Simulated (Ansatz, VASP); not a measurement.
**Sn: VASP beside Ansatz**

```
Sn
1.0
     0.00000    3.23710    3.23710
     3.23710    0.00000    3.23710
     3.23710    3.23710    0.00000
Sn
2
Direct
  0.00000 0.00000 0.00000
  0.25000 0.25000 0.25000
```

Alike in both runs: functional LDA; k mesh 12 × 12 × 12; occupations gaussian, width 0.1 eV; no spin polarisation.

Ansatz relaxed the structure, and its values are those at the end. VASP's run is a single point on that final structure, the one shown.

|  | VASP | Ansatz |
| --- | --- | --- |
| version | VASP 6.6.1 | Ansatz 0.2.0 |
| potentials or method | VASP PAW LDA potentials, release 64 (Sn_d), cutoff 520 eV | scalar-relativistic, plane waves, PAW |
| valence electrons in the cell | 28 | 28 |

|  | VASP | Ansatz | Ansatz less VASP |
| --- | --- | --- | --- |
| gap on the k mesh at the Fermi level (eV) | none | none | - |
| pressure (GPa) | 0.0 | 0.0 | +0.01 |

LDA's correlation is that of Perdew and Zunger in VASP and of Perdew and Wang (1992) in Ansatz. A gap of «none» marks a metal or a gap that the smearing closes.
